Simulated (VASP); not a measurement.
# Sr4HfO (P-6m2) in VASP: notebook

Runs on Sr4HfO. Level: PBE. Tasks: relaxation of cell and atoms, single point.

All numbers are computed with VASP 6.6.1; they aren't measurements. Logs are shortened: lines on timing, memory, paths and dates and some standing lists are left out, and cuts for length are marked.

### 1 The cell of the first run

The structure is hexagonal, space group P-6m2 (No. 187). Conventional cell: a = 3.424 Å, b = 3.424 Å, c = 13.572 Å, α = 90.00°, β = 90.00°, γ = 120.00°. Sr (site symmetry 3m) has 3 Hf at 2.63 Å and 7 Sr at 3.42 to 3.46 Å within 3.5 Å. Within 3.5 Å of Sr (site symmetry 3m) lie 3 O at 2.59 Å and 7 Sr at 3.33 to 3.42 Å. Hf (site symmetry -6m2) has 6 Sr at 2.63 Å and 6 Hf at 3.42 Å within 3.5 Å. O (site symmetry -6m2) has 6 Sr at 2.59 Å and 6 O at 3.42 Å within 3.5 Å.

The cell was built from a structure type or drawn by symmetry, and may not be a known phase.

### 2 Relaxation of cell and atoms, PBE

Contents of INCAR:

```
ALGO     = Normal         # electronic algorithm
EDIFF    = 1E-6           # SCF threshold, eV
EDIFFG   = -0.04          # ionic threshold
ENCUT    = 600            # plane-wave cutoff, eV
GGA      = PE             # functional
IBRION   = 2              # ionic algorithm
ISIF     = 3              # what is computed and relaxed
ISMEAR   = 0              # smearing method
LASPH    = True           # aspherical terms in the spheres
LCHARG   = False          # write CHGCAR
LREAL    = False          # projectors in reciprocal space
LWAVE    = False          # write WAVECAR
NELM     = 100            # most SCF steps
NSW      = 90             # ionic steps
PREC     = Accurate       # precision mode
SIGMA    = 0.1            # smearing width, eV
```

Contents of KPOINTS:

```
k-points
0
Gamma
  6 6 2
```

Contents of POSCAR:

```
Sr4HfO
1.0
    3.4243807900      0.0000000000      0.0000000000
   -1.7121903900      2.9656007500      0.0000000000
    0.0000000000      0.0000000000     13.5715125900
Sr Hf O
4 1 1
Direct
    0.6666666700      0.3333333300      0.6276410200
    0.0000000000      0.0000000000      0.8771510100
    0.0000000000      0.0000000000      0.1228489900
    0.6666666700      0.3333333300      0.3723589800
    0.0000000000      0.0000000000      0.5000000000
    0.6666666700      0.3333333300      0.0000000000
```

Potentials or basis: VASP PAW PBE potentials, release 64 (Sr_sv, Hf_pv, O).

Started as:

```
$ cat potpaw_PBE.64/Sr_sv/POTCAR potpaw_PBE.64/Hf_pv/POTCAR potpaw_PBE.64/O/POTCAR > POTCAR
$ mpirun -np 1 vasp_std > vasp.out
```

OUTCAR:

```text
EDIFF = 1E-6
   EDIFFG = -0.04
   ENCUT = 600
   GGA = PE
   IBRION = 2
   ISIF = 3
   ISMEAR = 0
   LASPH = True
   LREAL = False
   NELM = 100
   NSW = 90
   PREC = Accurate

 ion  position               nearest neighbor table
   1  0.667  0.333  0.628-   5 2.63   5 2.63   5 2.63   4 3.46   2 3.92   2 3.92   2 3.92   5 4.32
                             5 4.32   5 4.32   4 4.87   4 4.87   4 4.87   4 4.87   4 4.87   4 4.87
   2  0.000  0.000  0.877-   6 2.59   6 2.59   6 2.59   3 3.33   1 3.92   1 3.92   1 3.92   3 4.78
                             3 4.78   3 4.78   3 4.78   3 4.78   3 4.78
   3  0.000  0.000  0.123-   6 2.59   6 2.59   6 2.59   2 3.33   4 3.92   4 3.92   4 3.92   2 4.78
                             2 4.78   2 4.78   2 4.78   2 4.78   2 4.78
   4  0.667  0.333  0.372-   5 2.63   5 2.63   5 2.63   1 3.46   3 3.92   3 3.92   3 3.92   5 4.32
                             5 4.32   5 4.32   1 4.87   1 4.87   1 4.87   1 4.87   1 4.87   1 4.87
   5  0.000  0.000  0.500-   1 2.63   4 2.63   1 2.63   4 2.63   1 2.63   4 2.63   1 4.32   4 4.32
                             1 4.32   4 4.32   1 4.32   4 4.32
   6  0.667  0.333  0.000-   2 2.59   3 2.59   2 2.59   3 2.59   2 2.59   3 2.59

  LATTYP: Found a hexagonal cell.
 ALAT       =     3.4243807900
 C/A-ratio  =     3.9632019399

  Lattice vectors:

 A1 = (   3.4243807900,   0.0000000000,   0.0000000000)
 A2 = (  -1.7121903900,   2.9656007500,   0.0000000000)
 A3 = (   0.0000000000,   0.0000000000,  13.5715125900)

Analysis of symmetry for initial positions (statically):
=====================================================================
 Subroutine PRICEL returns:
 Original cell was already a primitive cell.

 Routine SETGRP: Setting up the symmetry group for a
 hexagonal supercell.

 Subroutine GETGRP returns: Found 12 space group operations
 (whereof 12 operations were pure point group operations)
 out of a pool of 24 trial point group operations.

The static configuration has the point symmetry D_3h.

Analysis of symmetry for dynamics (positions and initial velocities):
=====================================================================
 Subroutine PRICEL returns:
 Original cell was already a primitive cell.

 Routine SETGRP: Setting up the symmetry group for a
 hexagonal supercell.

 Subroutine GETGRP returns: Found 12 space group operations
 (whereof 12 operations were pure point group operations)
 out of a pool of 24 trial point group operations.

The dynamic configuration has the point symmetry D_3h.

 Subroutine INISYM returns: Found 12 space group operations
 (whereof 12 operations are pure point group operations),
 and found     1 'primitive' translations

----------------------------------------------------------------------------------------

                                     Primitive cell

  volume of cell :     137.8234

  direct lattice vectors                    reciprocal lattice vectors
     3.424380790  0.000000000  0.000000000     0.292023598  0.168599903  0.000000000
    -1.712190390  2.965600750  0.000000000     0.000000000  0.337199807  0.000000000
     0.000000000  0.000000000 13.571512590     0.000000000  0.000000000  0.073683754

  length of vectors
     3.424380790  3.424380782 13.571512590     0.337199806  0.337199807  0.073683754

  position of ions in fractional coordinates (direct lattice)
     0.666666670  0.333333330  0.627641020
     0.000000000  0.000000000  0.877151010
     0.000000000  0.000000000  0.122848990
     0.666666670  0.333333330  0.372358980
     0.000000000  0.000000000  0.500000000
     0.666666670  0.333333330  0.000000000

  ion indices of the primitive-cell ions
   primitive index   ion index
                 1           1
                 2           2
                 3           3
                 4           4
                 5           5
                 6           6

----------------------------------------------------------------------------------------

 KPOINTS: k-points

Automatic generation of k-mesh.
 Grid dimensions read from file:
 generate k-points for:    6    6    2

 Generating k-lattice:

  Cartesian coordinates                     Fractional coordinates (reciprocal lattice)
     0.048670600  0.028099984  0.000000000     0.166666667  0.000000000  0.000000000
     0.000000000  0.056199968  0.000000000     0.000000000  0.166666667  0.000000000
     0.000000000  0.000000000  0.036841877     0.000000000  0.000000000  0.500000000

  Length of vectors
     0.056199968  0.056199968  0.036841877

  Shift w.r.t. Gamma in fractional coordinates (k-lattice)
     0.000000000  0.000000000  0.000000000

 Subroutine IBZKPT returns following result:
 ===========================================

 Found     14 irreducible k-points:

 Following reciprocal coordinates:
            Coordinates               Weight
  0.000000  0.000000  0.000000      1.000000
  0.166667 -0.000000  0.000000      6.000000
  0.333333  0.000000  0.000000      6.000000
  0.500000  0.000000  0.000000      3.000000
  0.166667  0.166667  0.000000      6.000000
  0.333333  0.166667  0.000000     12.000000
  0.333333  0.333333  0.000000      2.000000
  0.000000  0.000000  0.500000      1.000000
  0.166667 -0.000000  0.500000      6.000000
  0.333333  0.000000  0.500000      6.000000
  0.500000  0.000000  0.500000      3.000000
  0.166667  0.166667  0.500000      6.000000
  0.333333  0.166667  0.500000     12.000000
  0.333333  0.333333  0.500000      2.000000
   k-points           NKPTS =     14   k-points in BZ     NKDIM =     14   number of bands    NBANDS=     33
   number of dos      NEDOS =    301   number of ions     NIONS =      6
   total plane-waves  NPLWV =  84672
   dimension x,y,z NGX =    28 NGY =   28 NGZ =  108
   dimension x,y,z NGXF=    56 NGYF=   56 NGZF=  216
   ions per type =               4   1   1
   NGX,Y,Z   is equivalent  to a cutoff of  13.59, 13.59, 13.23 a.u.
   NGXF,Y,Z  is equivalent  to a cutoff of  27.19, 27.19, 26.46 a.u.
 SYSTEM =  unknown system
   PREC   = accura    normal or accurate (medium, high low for compatibility)
   ISTART =      0    job   : 0-new  1-cont  2-samecut
   ICHARG =      2    charge: 1-file 2-atom 10-const
   ISPIN  =      1    spin polarized calculation?
   LNONCOLLINEAR =      F non collinear calculations
   LSORBIT =      F    spin-orbit coupling
   LASPH  =      T    aspherical Exc in radial PAW
   ENCUT  =  600.0 eV  44.10 Ry    6.64 a.u.   6.84  6.84 27.11*2*pi/ulx,y,z
   NELM   =    100;   NELMIN=  2; NELMDL= -5     # of ELM steps
   EDIFF  = 0.1E-05   stopping-criterion for ELM
   LREAL  =      F    real-space projection
   EDIFFG = -.4E-01   stopping-criterion for IOM
   NSW    =     90    number of steps for IOM
   IBRION =      2    ionic relax: 0-MD 1-quasi-New 2-CG
   NFREE  =      1    steps in history (QN), initial steepest desc. (CG)
   ISIF   =      3    stress and relaxation
   ISYM   =      2    0-nonsym 1-usesym 2-fastsym
   POTIM  = 0.5000    time-step for ionic-motion
   TEBEG  =    0.0;   TEEND  =   0.0 temperature during run
   PSTRESS=    0.0 pullay stress
   NELECT =      56.0000    total number of electrons
   NUPDOWN=      -1.0000    fix difference up-down
   EMIN   =  10.00;   EMAX   =-10.00  energy-range for DOS
   EFERMI =   0.00;   METHOD = LEGACY
   ISMEAR =     0;   SIGMA  =   0.10  broadening in eV -4-tet -1-fermi 0-gaus
   EFERMI_NEDOS =   21; number of points for ismear=-14 and -15
   IALGO  =     38    algorithm
   IMIX   =      4    mixing-type and parameters
     AMIX     =   0.40;   BMIX     =  1.00
     AMIX_MAG =   1.60;   BMIX_MAG =  1.00
  volume/ion in A,a.u.               =      22.97       155.01
  Fermi-wavevector in a.u.,A,eV,Ry     =   1.212541  2.291371 20.004050  1.470256
  Thomas-Fermi vector in A             =   2.348022
   LORBIT       =      0    0 simple, 1 ext, 2 COOP (PROOUT), +10 PAW based schemes
   GGA     = PE    functional components
   LHFCALC =     F    Hartree Fock is set to
   AEXX    =    0.0000 exact exchange contribution
   IVDW    =     0    specifies the selected vdW correction
   LEPSILON=     F    determine dielectric tensor
   LRPA    =     F    only Hartree local field effects (RPA)
 conjugate gradient relaxation of ions
 non-spin polarized calculation
 Gauss-broadening in eV      SIGMA  =   0.10
  energy-cutoff  :      600.00
  volume of cell :      137.82
 maximum number of plane-waves:      4632
 NGX is ok and might be reduce to    28
   NGX = 13   NGY = 13   NGZ = 55

--------------------------------------- Ionic step        1  -------------------------------------------

 number of electron      56.0000002 magnetization

 Free energy of the ion-electron system (eV)
  ---------------------------------------------------
  ext. energy  EPLUGINS =         0.00000000
  ---------------------------------------------------
  free energy    TOTEN  =       -17.31752605 eV

  energy without entropy =      -17.28507985  energy(sigma->0) =      -17.30130295

 E-fermi :   4.5301     XC(G=0): -10.0112

 val. band max:        4.4998264657   @ k =   0.5000   0.0000   0.5000
 cond. band min:       4.5944138799   @ k =   0.1667   0.1667   0.5000
 fundamental gap:      0.0945874142
 Fermi energy:         4.5301128742

 k-point     1 :       0.0000    0.0000    0.0000
  band No.  band energies     occupation
      1     -31.5664      2.00000
      2     -31.5094      2.00000
      3     -30.5684      2.00000
      4     -30.4277      2.00000
      5     -25.9033      2.00000
      6     -25.8459      2.00000
[... 606 lines left out ...]
  FREE ENERGIE OF THE ION-ELECTRON SYSTEM (eV)
  ---------------------------------------------------
  free  energy   TOTEN  =       -22.9742951107 eV

  energy  without entropy=      -22.9347620286  energy(sigma->0) =      -22.95452857

[... ionic steps 4 to 10 ...]

--------------------------------------- Ionic step       11  -------------------------------------------

 number of electron      55.9999994 magnetization

------------------------ aborting loop because EDIFF is reached ----------------------------------------

  FORCE on cell =-STRESS in cart. coord.  units (eV):
  Direction    XX          YY          ZZ          XY          YZ          ZX
  --------------------------------------------------------------------------------------
  -------------------------------------------------------------------------------------
  Total        0.3957925      0.3957925      0.3086605      0.0000000      0.0000000      0.0000000
  in kB        3.3175594      3.3175594      2.5872131      0.0000000      0.0000000      0.0000000
  external PRESSURE =       3.0741106 kB  Pullay stress =       0.0000000 kB
[... 65 lines left out ...]
  energy  without entropy=      -24.2487813977  energy(sigma->0) =      -24.25621545

--------------------------------------- Ionic step       13  -------------------------------------------

 number of electron      55.9999994 magnetization

 Free energy of the ion-electron system (eV)
  ---------------------------------------------------
  ext. energy  EPLUGINS =         0.00000000
  ---------------------------------------------------
  free energy    TOTEN  =       -24.26556730 eV

  energy without entropy =      -24.25063935  energy(sigma->0) =      -24.25810333

 E-fermi :   2.9466     XC(G=0):  -8.7752

 val. band max:        2.8038417645   @ k =   0.5000   0.0000   0.0000
 cond. band min:       3.0307579143   @ k =   0.3333   0.3333   0.5000
 fundamental gap:      0.2269161497
 Fermi energy:         2.9465586922

 k-point     1 :       0.0000    0.0000    0.0000
  band No.  band energies     occupation
      1     -33.5470      2.00000
      2     -33.4627      2.00000
      3     -32.6496      2.00000
      4     -32.6489      2.00000
      5     -28.4501      2.00000
      6     -28.4018      2.00000
[... 526 lines left out ...]
  FREE ENERGIE OF THE ION-ELECTRON SYSTEM (eV)
  ---------------------------------------------------
  free  energy   TOTEN  =       -24.2655672980 eV

  energy  without entropy=      -24.2506393546  energy(sigma->0) =      -24.25810333

 reached required accuracy - stopping structural energy minimisation
```

It took 8.7 min on 1 thread of Intel Xeon 6975P-C (Granite Rapids), shared host; peak memory 0.34 GiB.

Results:

```yaml
Free_energy: -24.2656 eV
Relaxed_volume: 32.10 Å³/atom
Relaxed_cell: a = 3.715 Å, b = 3.715 Å, c = 16.113 Å, α = 90.00°, β = 90.00°, γ = 120.00°
Space_group_after_relaxing_to_0.1_Å: P-6m2 (No. 187)
Energy_gained_by_relaxing: 1158.0 meV/atom
Ionic_steps: 13
Pressure_after_relaxing: 0.0 GPa
Largest_force_after_relaxing: 0.022 eV/Å
Band_gap_on_the_k_mesh: zero (bands 28 and 29 overlap by 0.04 eV)
```

Forces in eV/Å, atoms in the order of the input:
```
Sr   0.000  0.000  0.006
Sr   0.000  0.000  0.022
Sr   0.000  0.000 -0.022
Sr   0.000  0.000 -0.006
Hf   0.000  0.000  0.000
O    0.000  0.000  0.000
```

Step by step:
| step | energy change (eV) | largest force (eV/Å) | pressure (GPa) | volume (Å³) |
| --- | --- | --- | --- | --- |
| 1 | 0.0000 | 6.5380 | 23.58 | 137.82 |
| 2 | -5.6170 | 1.9918 | -2.47 | 216.77 |
| 3 | -5.6568 | 1.9682 | -1.33 | 207.42 |
| 4 | -6.1426 | 1.5113 | -0.98 | 203.15 |
| 5 | -6.7503 | 0.7340 | 1.31 | 190.74 |
| 6 | -6.7618 | 0.6973 | 0.82 | 192.57 |
| 7 | -6.9087 | 0.2727 | -0.25 | 196.89 |
| 8 | -6.9088 | 0.2705 | -0.26 | 196.92 |
| 9 | -6.9274 | 0.2091 | -0.11 | 195.15 |
| 10 | -6.9453 | 0.0291 | 0.40 | 190.37 |
| 11 | -6.9460 | 0.0508 | 0.31 | 191.14 |
| 12 | -6.9461 | 0.0860 | -0.28 | 194.05 |
| 13 | -6.9480 | 0.0223 | 0.00 | 192.62 |

Final structure:
```
CELL_PARAMETERS angstrom
3.71525 0.00000 0.00000
-1.85763 3.21750 0.00000
0.00000 0.00000 16.11331
ATOMIC_POSITIONS crystal
Sr 0.66667 0.33333 0.67434
Sr 0.00000 0.00000 0.90118
Sr 0.00000 0.00000 0.09882
Sr 0.66667 0.33333 0.32566
Hf 0.00000 0.00000 0.50000
O 0.66667 0.33333 0.00000
```

Levels at points of the mesh, in eV from the Fermi level:
```csv
k point,band 26,band 27,band 28,band 29,band 30,band 31
"(0.00, 0.00, 0.00)",-2.65,-1.41,-0.68,0.43,1.13,1.13
"(0.50, 0.00, 0.00)",-0.85,-0.34,-0.14,0.12,0.31,0.40
"(0.00, 0.00, 0.50)",-2.25,-1.60,-0.72,0.61,1.13,1.13
"(0.50, 0.00, 0.50)",-0.85,-0.33,-0.22,0.25,0.25,0.49
```

Caveat: the volume moved by over 15 % at a fixed basis, so the end points are rough; spin-orbit coupling is left out, which moves the levels of the heavy elements.

### 3 Single point, PBE

This run uses another cell than the first one, of 32.24 Å³/atom.

Contents of INCAR:

```
SYSTEM = Sr4HfO
PREC = Accurate
ENCUT = 520
EDIFF = 1E-7
ISMEAR = 0
SIGMA = 0.1
LREAL = .FALSE.
LASPH = .TRUE.
NELM = 80
ALGO = Normal
ISIF = 2
LWAVE = .FALSE.
LCHARG = .FALSE.
GGA = PE
NBANDS = 37
```

Contents of KPOINTS:

```
Automatic mesh
0
G
  12 12 4
  0 0 0
```

Contents of POSCAR:

```
Sr4HfO
1.0
    3.7178916423      0.0000000000      0.0000000000
   -1.8589458211      3.2197886107      0.0000000000
    0.0000000000      0.0000000000     16.1609640962
Sr Hf O
4 1 1
Direct
    0.6666666667      0.3333333333      0.6740164202
    0.0000000000      0.0000000000      0.9018242778
    0.0000000000      0.0000000000      0.0981757222
    0.6666666667      0.3333333333      0.3259835798
    0.0000000000      0.0000000000      0.5000000000
    0.6666666667      0.3333333333      0.0000000000
```

Potentials or basis: VASP PAW PBE potentials, release 64 (Sr_sv, Hf_pv, O).

Started as:

```
$ cat potpaw_PBE.64/Sr_sv/POTCAR potpaw_PBE.64/Hf_pv/POTCAR potpaw_PBE.64/O/POTCAR > POTCAR
$ mpirun -np 1 vasp_std > vasp.out
```

Run time: 5 min. Hardware: 1 thread of Intel Xeon 6975P-C (Granite Rapids), shared host; peak memory 0.54 GiB.

Results (log left out):

```yaml
Free_energy: -24.2809 eV
Pressure: 0.1 GPa
Largest_force: 0.043 eV/Å
Band_gap_on_the_k_mesh: zero (bands 28 and 29 overlap by 0.21 eV)
```

Forces in eV/Å, atoms in the order of the input:
```
Sr   0.000  0.000 -0.001
Sr   0.000  0.000 -0.043
Sr   0.000  0.000  0.043
Sr   0.000  0.000  0.001
Hf   0.000  0.000  0.000
O    0.000  0.000  0.000
```

Levels at points of the mesh, in eV from the Fermi level:
```tsv
k point	band 25	band 26	band 27	band 28	band 29	band 30	band 31	band 32
(0.00, 0.00, 0.00)	-2.82	-2.66	-1.41	-0.70	0.41	1.17	1.17	1.53
(0.50, 0.00, 0.00)	-1.04	-0.83	-0.31	-0.14	0.11	0.30	0.40	0.78
(0.00, 0.00, 0.50)	-3.09	-2.24	-1.61	-0.73	0.58	1.17	1.17	1.28
(0.50, 0.00, 0.50)	-1.04	-0.83	-0.30	-0.22	0.23	0.24	0.49	0.64
```

Caveat: spin-orbit coupling is left out, which moves the levels of the heavy elements.
